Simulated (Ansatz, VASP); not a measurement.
**Two plane-wave programs on TiTe2**

Contents of INCAR:

```
SYSTEM = TiTe2
PREC = Accurate
ENCUT = 520
EDIFF = 1E-7
ISMEAR = 0
SIGMA = 0.1
LREAL = .FALSE.
LASPH = .TRUE.
NELM = 100
ALGO = Normal
ISIF = 2
LWAVE = .FALSE.
LCHARG = .FALSE.
LDIPOL = .TRUE.
IDIPOL = 3
DIPOL = 0.5 0.5 0.500
GGA = PE
IVDW = 12
NBANDS = 19
```

The input KPOINTS:

```
Automatic mesh
0
G
  15 15 1
  0 0 0
```

File POSCAR:

```
TiTe2
1.0
    3.6786895053      0.0000000000      0.0000000000
   -1.8393447526      3.1858385642      0.0000000000
    0.0000000000      0.0000000000     32.9236842428
Te Ti
2 1
Direct
    0.3333333333      0.6666666667      0.4464653861
    0.6666666667      0.3333333333      0.5535346139
    0.0000000000      0.0000000000      0.5000000000
```

Input for Ansatz:

```yaml
crystal:
  lattice:
    - [3.6786895053, 0.0, 0.0]
    - [-1.8393447526, 3.1858385642, 0.0]
    - [0.0, 0.0, 32.9236842428]
  atoms:
    - { symbol: Te, position: [0.3333333333, 0.6666666667, 0.4464653861] }
    - { symbol: Ti, position: [0.0, 0.0, 0.5] }
    - { symbol: Te, position: [0.6666666667, 0.3333333333, 0.5535346139] }
  periodic: [true, true, false]
basis:
  ecutwfc: 420
kpoints:
  mp_grid: { grid: [15, 15, 1] }
  band_path:
    path:
      - [0.0, 0.0, 0.0]
      - [0.05, 0.0, 0.0]
      - [0.1, 0.0, 0.0]
      - [0.15, 0.0, 0.0]
      - [0.2, 0.0, 0.0]
      - [0.25, 0.0, 0.0]
      - [0.3, 0.0, 0.0]
      - [0.35, 0.0, 0.0]
      - [0.4, 0.0, 0.0]
      - [0.45, 0.0, 0.0]
      - [0.5, 0.0, 0.0]
      - [0.4833333333, 0.0333333333, 0.0]
      - [0.4666666667, 0.0666666667, 0.0]
      - [0.45, 0.1, 0.0]
      - [0.4333333333, 0.1333333333, 0.0]
      - [0.4166666667, 0.1666666667, 0.0]
      - [0.4, 0.2, 0.0]
      - [0.3833333333, 0.2333333333, 0.0]
      - [0.3666666667, 0.2666666667, 0.0]
      - [0.35, 0.3, 0.0]
      - [0.3333333333, 0.3333333333, 0.0]
      - [0.3, 0.3, 0.0]
      - [0.2666666667, 0.2666666667, 0.0]
      - [0.2333333333, 0.2333333333, 0.0]
      - [0.2, 0.2, 0.0]
      - [0.1666666667, 0.1666666667, 0.0]
      - [0.1333333333, 0.1333333333, 0.0]
      - [0.1, 0.1, 0.0]
      - [0.0666666667, 0.0666666667, 0.0]
      - [0.0333333333, 0.0333333333, 0.0]
      - [0.0, 0.46666667, 0.0]
    npoints: 1
hamiltonian:
  xc: pbe
  dispersion: d3bj
scf:
  occupations: { method: gaussian, width: 0.1 }
  n_extra_bands: 6
output:
  forces: true
  stress: true
  eigenvalues: true
  write_density: true
  write_potential: true
  elf: true
  volumetric_format: npy
```

Alike in both runs: task single point; functional PBE; dispersion D3(BJ); k mesh 15 × 15 × 1; occupations gaussian, width 0.1 eV; no spin polarisation.

|  | VASP | Ansatz |
| --- | --- | --- |
| version | VASP 6.6.1 | Ansatz 0.2.0 |
| potentials or method | VASP PAW PBE potentials, release 64 (Te, Ti_sv), cutoff 520 eV | scalar-relativistic, plane waves, PAW |
| valence electrons in the cell | 24 | 44 |

VASP gave:

- gap on the k mesh at the Fermi level (eV): none
- rms of the force components (eV/Å): 0.004

**Question.** Which values does Ansatz return?

**Answer.** gap on the k mesh at the Fermi level (eV): none; rms of the force components (eV/Å): 0.000.

A gap of «none» marks a metal or a gap that the smearing closes. VASP's potentials hold 24 valence electrons a cell and Ansatz's 44, so a difference there can come from the potentials and not from the codes. Ansatz's warnings: xc potential rough in thin density.

Neither program's run includes spin-orbit coupling.
